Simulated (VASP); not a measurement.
# AlNi (Pm-3m) in VASP: relaxation of the atoms with PBE

Aim: the relaxation of the atoms of AlNi with PBE.

Everything below comes from runs of VASP 6.6.1. Logs are shortened: lines on timing, memory, paths and dates and some standing lists are left out, and cuts for length are marked.

## Step 1: The cell of the first run

The structure is cubic, space group Pm-3m (No. 221). The conventional cell has a = 2.881 Å, b = 2.881 Å, c = 2.881 Å, α = 90.00°, β = 90.00°, γ = 90.00°. Within 3.3 Å of Al (site symmetry m-3m) lie 8 Ni at 2.50 Å and 6 Al at 2.88 Å. Ni (site symmetry m-3m) has 8 Al at 2.50 Å and 6 Ni at 2.88 Å within 3.3 Å.

## Step 2: Relaxation of the atoms, PBE, collinear spin, ferromagnetic start

INCAR reads:

```
SYSTEM = AlNi
PREC = Accurate
ENCUT = 520
EDIFF = 1E-7
ISMEAR = -1
SIGMA = 0.05
LREAL = .False.
LASPH = .True.
NELM = 150
ALGO = Normal
ISIF = 2
LWAVE = .False.
LCHARG = .False.
ISPIN = 2
MAGMOM = 0 1.5
LORBIT = 11
LMAXMIX = 4
GGA = PE
IBRION = 2
NSW = 80
EDIFFG = -0.02
KPAR = 4
```

KPOINTS reads:

```
regular mesh
0
Gamma
  16 16 16
  0 0 0
```

POSCAR reads:

```
AlNi
1.0
    2.8810000000      0.0000000000      0.0000000000
    0.0000000000      2.8810000000      0.0000000000
    0.0000000000      0.0000000000      2.8810000000
Al Ni
1 1
Direct
    0.0000000000      0.0000000000      0.0000000000
    0.5000000000      0.5000000000      0.5000000000
```

Potentials or basis: VASP PAW PBE potentials, release 64 (Al, Ni).

Launch:

```console
$ cat potpaw_PBE.64/Al/POTCAR potpaw_PBE.64/Ni/POTCAR > POTCAR
$ mpirun -np 4 vasp_std > vasp.out
```

OUTCAR:

```text
SYSTEM = AlNi
   PREC = Accurate
   ENCUT = 520
   EDIFF = 1E-7
   ISMEAR = -1
   LREAL = .False.
   LASPH = .True.
   NELM = 150
   ISIF = 2
   ISPIN = 2
   LORBIT = 11
   GGA = PE
   IBRION = 2
   NSW = 80
   EDIFFG = -0.02

 ion  position               nearest neighbor table
   1  0.000  0.000  0.000-   2 2.50   2 2.50   2 2.50   2 2.50   2 2.50   2 2.50   2 2.50   2 2.50

   2  0.500  0.500  0.500-   1 2.50   1 2.50   1 2.50   1 2.50   1 2.50   1 2.50   1 2.50   1 2.50

  LATTYP: Found a simple cubic cell.
 ALAT       =     2.8810000000

  Lattice vectors:

 A1 = (   2.8810000000,   0.0000000000,   0.0000000000)
 A2 = (   0.0000000000,   2.8810000000,   0.0000000000)
 A3 = (   0.0000000000,   0.0000000000,   2.8810000000)

Analysis of symmetry for initial positions (statically):
=====================================================================
 Subroutine PRICEL returns:
 Original cell was already a primitive cell.

 Routine SETGRP: Setting up the symmetry group for a
 simple cubic supercell.

 Subroutine GETGRP returns: Found 48 space group operations
 (whereof 48 operations were pure point group operations)
 out of a pool of 48 trial point group operations.

The static configuration has the point symmetry O_h .

Analysis of symmetry for dynamics (positions and initial velocities):
=====================================================================
 Subroutine PRICEL returns:
 Original cell was already a primitive cell.

 Routine SETGRP: Setting up the symmetry group for a
 simple cubic supercell.

 Subroutine GETGRP returns: Found 48 space group operations
 (whereof 48 operations were pure point group operations)
 out of a pool of 48 trial point group operations.

The dynamic configuration has the point symmetry O_h .

Analysis of structural, dynamic, and magnetic symmetry:
=====================================================================
 Subroutine PRICEL returns:
 Original cell was already a primitive cell.

 Routine SETGRP: Setting up the symmetry group for a
 simple cubic supercell.

 Subroutine GETGRP returns: Found 48 space group operations
 (whereof 48 operations were pure point group operations)
 out of a pool of 48 trial point group operations.

The overall configuration has the point symmetry O_h .

 Subroutine INISYM returns: Found 48 space group operations
 (whereof 48 operations are pure point group operations),
 and found     1 'primitive' translations

----------------------------------------------------------------------------------------

                                     Primitive cell

  volume of cell :      23.9128

  direct lattice vectors                    reciprocal lattice vectors
     2.881000000  0.000000000  0.000000000     0.347101701  0.000000000  0.000000000
     0.000000000  2.881000000  0.000000000     0.000000000  0.347101701  0.000000000
     0.000000000  0.000000000  2.881000000     0.000000000  0.000000000  0.347101701

  length of vectors
     2.881000000  2.881000000  2.881000000     0.347101701  0.347101701  0.347101701

  position of ions in fractional coordinates (direct lattice)
     0.000000000  0.000000000  0.000000000
     0.500000000  0.500000000  0.500000000

  ion indices of the primitive-cell ions
   primitive index   ion index
                 1           1
                 2           2

----------------------------------------------------------------------------------------

 KPOINTS: regular mesh

Automatic generation of k-mesh.
 Grid dimensions read from file:
 generate k-points for:   16   16   16

 Generating k-lattice:

  Cartesian coordinates                     Fractional coordinates (reciprocal lattice)
     0.021693856  0.000000000  0.000000000     0.062500000  0.000000000  0.000000000
     0.000000000  0.021693856  0.000000000     0.000000000  0.062500000  0.000000000
     0.000000000  0.000000000  0.021693856     0.000000000  0.000000000  0.062500000

  Length of vectors
     0.021693856  0.021693856  0.021693856

  Shift w.r.t. Gamma in fractional coordinates (k-lattice)
     0.000000000  0.000000000  0.000000000

 Subroutine IBZKPT returns following result:
 ===========================================

 Found    165 irreducible k-points:

 Following reciprocal coordinates:
            Coordinates               Weight
  0.000000  0.000000  0.000000      1.000000
  0.062500  0.000000  0.000000      6.000000
  0.125000  0.000000  0.000000      6.000000
  0.187500  0.000000  0.000000      6.000000
  0.250000  0.000000  0.000000      6.000000
  0.312500  0.000000  0.000000      6.000000
[... 16 lines left out ...]
  0.437500  0.125000  0.000000     24.000000
  0.500000  0.125000  0.000000     12.000000
 [... further k-points ...]
   k-points           NKPTS =    165   k-points in BZ     NKDIM =    165   number of bands    NBANDS=     11
   number of dos      NEDOS =    301   number of ions     NIONS =      2
   total plane-waves  NPLWV =  13824
   dimension x,y,z NGX =    24 NGY =   24 NGZ =   24
   dimension x,y,z NGXF=    48 NGYF=   48 NGZF=   48
   ions per type =               1   1
   NGX,Y,Z   is equivalent  to a cutoff of  13.85, 13.85, 13.85 a.u.
   NGXF,Y,Z  is equivalent  to a cutoff of  27.70, 27.70, 27.70 a.u.
 SYSTEM =  AlNi
   PREC   = accura    normal or accurate (medium, high low for compatibility)
   ISTART =      0    job   : 0-new  1-cont  2-samecut
   ICHARG =      2    charge: 1-file 2-atom 10-const
   ISPIN  =      2    spin polarized calculation?
   LNONCOLLINEAR =      F non collinear calculations
   LSORBIT =      F    spin-orbit coupling
   LASPH  =      T    aspherical Exc in radial PAW
   ENCUT  =  520.0 eV  38.22 Ry    6.18 a.u.   5.36  5.36  5.36*2*pi/ulx,y,z
   NELM   =    150;   NELMIN=  2; NELMDL= -5     # of ELM steps
   EDIFF  = 0.1E-06   stopping-criterion for ELM
   LREAL  =      F    real-space projection
   EDIFFG = -.2E-01   stopping-criterion for IOM
   NSW    =     80    number of steps for IOM
   IBRION =      2    ionic relax: 0-MD 1-quasi-New 2-CG
   NFREE  =      1    steps in history (QN), initial steepest desc. (CG)
   ISIF   =      2    stress and relaxation
   ISYM   =      2    0-nonsym 1-usesym 2-fastsym
   POTIM  = 0.5000    time-step for ionic-motion
   TEBEG  =    0.0;   TEEND  =   0.0 temperature during run
   PSTRESS=    0.0 pullay stress
   NELECT =      13.0000    total number of electrons
   NUPDOWN=      -1.0000    fix difference up-down
   EMIN   =  10.00;   EMAX   =-10.00  energy-range for DOS
   EFERMI =   0.00;   METHOD = LEGACY
   ISMEAR =    -1;   SIGMA  =   0.05  broadening in eV -4-tet -1-fermi 0-gaus
   EFERMI_NEDOS =   21; number of points for ismear=-14 and -15
   IALGO  =     38    algorithm
   IMIX   =      4    mixing-type and parameters
     AMIX     =   0.40;   BMIX     =  1.00
     AMIX_MAG =   1.60;   BMIX_MAG =  1.00
  volume/ion in A,a.u.               =      11.96        80.69
  Fermi-wavevector in a.u.,A,eV,Ry     =   1.336122  2.524904 24.289410  1.785221
  Thomas-Fermi vector in A             =   2.464773
   LORBIT       =     11    0 simple, 1 ext, 2 COOP (PROOUT), +10 PAW based schemes
   GGA     = PE    functional components
   LHFCALC =     F    Hartree Fock is set to
   AEXX    =    0.0000 exact exchange contribution
   IVDW    =     0    specifies the selected vdW correction
   LEPSILON=     F    determine dielectric tensor
   LRPA    =     F    only Hartree local field effects (RPA)
 conjugate gradient relaxation of ions
 spin polarized calculation
  energy-cutoff  :      520.00
  volume of cell :       23.91
 maximum number of plane-waves:       661
 NGX is ok and might be reduce to    24
   NGX = 11   NGY = 11   NGZ = 11

 number of electron      13.0000015 magnetization       0.0006242

 number of electron      13.0000015 magnetization      -0.0000073

 Free energy of the ion-electron system (eV)
  ---------------------------------------------------
  ext. energy  EPLUGINS =         0.00000000
  ---------------------------------------------------
  free energy    TOTEN  =       -10.54056153 eV

  energy without entropy =      -10.53408951  energy(sigma->0) =      -10.53732552

 E-fermi :  10.0294     XC(G=0): -12.0481

 val. band max:       10.0291845659   @ k =   0.3750   0.3125   0.1250
 cond. band min:      10.0393361220   @ k =   0.4375   0.4375   0.2500
 fundamental gap:      0.0101515561
 Fermi energy:        10.0294078313

 spin component 1

 k-point     1 :       0.0000    0.0000    0.0000
  band No.  band energies     occupation
      1      -1.1119      1.00000
      2       6.8021      1.00000
      3       6.8021      1.00000
      4       8.4874      1.00000
      5       8.4874      1.00000
      6       8.4874      1.00000
      7      15.5256      0.00000
      8      15.5256      0.00000
      9      15.5256      0.00000
     10      18.1511      0.00000
     11      18.1511      0.00000

 k-point     2 :       0.0625    0.0000    0.0000
  band No.  band energies     occupation
      1      -1.0399      1.00000
      2       6.7970      1.00000
      3       6.8191      1.00000
      4       8.4559      1.00000
      5       8.4559      1.00000
      6       8.4907      1.00000
      7      14.7333      0.00000
      8      15.6209      0.00000
      9      15.6209      0.00000
     10      18.1554      0.00000
     11      18.8713      0.00000
[... 295 lines left out ...]
 k-point    24 :       0.5000    0.1250    0.0000
  band No.  band energies     occupation
      1       3.2788      1.00000
      2       3.5337      1.00000
      3       7.3354      1.00000
      4       7.7152      1.00000
      5       7.8087      1.00000
      6       8.4760      1.00000
      7       9.3772      1.00000
      8      16.9574      0.00000
      9      17.9412      0.00000
     10      20.4852      0.00000
     11      21.0286      0.00000

 [... further k-points ...]

 spin component 2

 k-point     1 :       0.0000    0.0000    0.0000
  band No.  band energies     occupation
      1      -1.1119      1.00000
      2       6.8021      1.00000
      3       6.8021      1.00000
      4       8.4873      1.00000
      5       8.4873      1.00000
      6       8.4873      1.00000
      7      15.5255      0.00000
      8      15.5255      0.00000
      9      15.5255      0.00000
     10      18.1511      0.00000
     11      18.1511      0.00000

 k-point     2 :       0.0625    0.0000    0.0000
  band No.  band energies     occupation
      1      -1.0400      1.00000
      2       6.7970      1.00000
      3       6.8191      1.00000
      4       8.4558      1.00000
      5       8.4558      1.00000
      6       8.4906      1.00000
      7      14.7332      0.00000
      8      15.6209      0.00000
      9      15.6209      0.00000
     10      18.1554      0.00000
     11      18.8713      0.00000
[... 295 lines left out ...]
 k-point    24 :       0.5000    0.1250    0.0000
  band No.  band energies     occupation
      1       3.2788      1.00000
      2       3.5337      1.00000
      3       7.3354      1.00000
      4       7.7151      1.00000
      5       7.8087      1.00000
      6       8.4759      1.00000
      7       9.3771      1.00000
      8      16.9574      0.00000
      9      17.9412      0.00000
     10      20.4852      0.00000
     11      21.0292      0.00000

 [... further k-points ...]

------------------------ aborting loop because EDIFF is reached ----------------------------------------

  FORCE on cell =-STRESS in cart. coord.  units (eV):
  Direction    XX          YY          ZZ          XY          YZ          ZX
  --------------------------------------------------------------------------------------
  -------------------------------------------------------------------------------------
  Total        0.3058283      0.3058283      0.3058283      0.0000000      0.0000000     -0.0000000
  in kB       20.4907821     20.4907821     20.4907821      0.0000000      0.0000000     -0.0000000
  external PRESSURE =      20.4907821 kB  Pullay stress =       0.0000000 kB

 VOLUME and BASIS-vectors are now :
 -----------------------------------------------------------------------------
  energy-cutoff  :      520.00
  volume of cell :       23.91
      direct lattice vectors                 reciprocal lattice vectors
     2.881000000  0.000000000  0.000000000     0.347101701  0.000000000  0.000000000
     0.000000000  2.881000000  0.000000000     0.000000000  0.347101701  0.000000000
     0.000000000  0.000000000  2.881000000     0.000000000  0.000000000  0.347101701

 POSITION                                       TOTAL-FORCE (eV/Angst)
 -----------------------------------------------------------------------------------
      0.00000      0.00000      0.00000         0.000000      0.000000      0.000000
      1.44050      1.44050      1.44050         0.000000      0.000000      0.000000
 -----------------------------------------------------------------------------------
    total drift:                                0.000000      0.000000     -0.000000

  FREE ENERGIE OF THE ION-ELECTRON SYSTEM (eV)
  ---------------------------------------------------
  free  energy   TOTEN  =       -10.5405615267 eV

  energy  without entropy=      -10.5340895081  energy(sigma->0) =      -10.53732552

 reached required accuracy - stopping structural energy minimisation

 total charge

# of ion       s       p       d       tot
------------------------------------------
    1        0.384   0.414   0.000   0.798
    2        0.475   0.515   8.475   9.465
--------------------------------------------------
tot          0.859   0.929   8.475  10.263

 magnetization (x)

# of ion       s       p       d       tot
------------------------------------------
    1       -0.000   0.000   0.000  -0.000
    2        0.000  -0.000  -0.000  -0.000
--------------------------------------------------
tot         -0.000  -0.000  -0.000  -0.000
```

Wall time 29 s (4 MPI ranks of Oxide Virtual Turin-like, shared host); peak memory 0.17 GiB.

Results:

| Quantity | Value |
| --- | --- |
| Free energy | -10.5406 eV |
| Pressure after relaxing | 2.0 GPa |
| Net moment | 0.00 μB per cell |
| Valence electrons inside the program's atomic spheres | Al 0.80; Ni 9.46 |

Final structure:
```yaml
crystal:
  lattice:
    - [2.88100, 0.00000, 0.00000]
    - [0.00000, 2.88100, 0.00000]
    - [0.00000, 0.00000, 2.88100]
  atoms:
    - { symbol: Al, position: [0.00000, 0.00000, 0.00000] }
    - { symbol: Ni, position: [0.50000, 0.50000, 0.50000] }
```

Caveat: the relaxation stopped at its first step, so nothing moved; the moments typed at the start vanished in this run.
